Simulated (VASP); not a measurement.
Write the native input for VASP 6.6.1 that does the following.

```
Task                   : single point
Functional             : PBE
Potentials or basis    : VASP PAW PBE potentials, release 64 (Hf_pv)
Cutoff                 : 520 eV
k mesh                 : 16 × 16 × 16
Occupations            : gaussian, width 0.1 eV
Spin                   : no spin polarisation
Dipole correction      : no
Further INCAR settings : ALGO = Normal; EDIFF = 1e-07; NBANDS = 11
```

The structure of Hf lies in POSCAR:

```
Hf
1.0
   -1.8295230745      1.8295230745      1.8295230745
    1.8295230745     -1.8295230745      1.8295230745
    1.8295230745      1.8295230745     -1.8295230745
Hf
1
Direct
    0.0000000000      0.0000000000      0.0000000000
```

This cell differs from its parent crystal: volume scaled by 1.10.

The input as run:

INCAR

```
PREC = Accurate
ENCUT = 520
EDIFF = 1E-7
ISMEAR = 0
SIGMA = 0.1
LREAL = False
LASPH = True
NELM = 100
ALGO = Normal
ISIF = 2
LWAVE = False
LCHARG = False
GGA = PE
NBANDS = 11
```

KPOINTS

```
regular mesh
0
Gamma
  16 16 16
```

Potentials or basis: VASP PAW PBE potentials, release 64 (Hf_pv).

Run with:

```console
$ cat potpaw_PBE.64/Hf_pv/POTCAR > POTCAR
$ mpirun -np 1 vasp_std > vasp.out
```

It gave:

```yaml
Pressure: -8.5 GPa
Band_gap_on_the_k_mesh: zero (band 5 reaches 5.43 eV, above the bottom of band 6 at 3.31 eV)
```

Caveat: spin-orbit coupling is left out, which moves the levels of the heavy elements.

Wall time 14 s on 1 thread of Intel(R) Xeon(R) Platinum 8488C (Sapphire Rapids), on a shared host, peak memory 0.16 GiB.
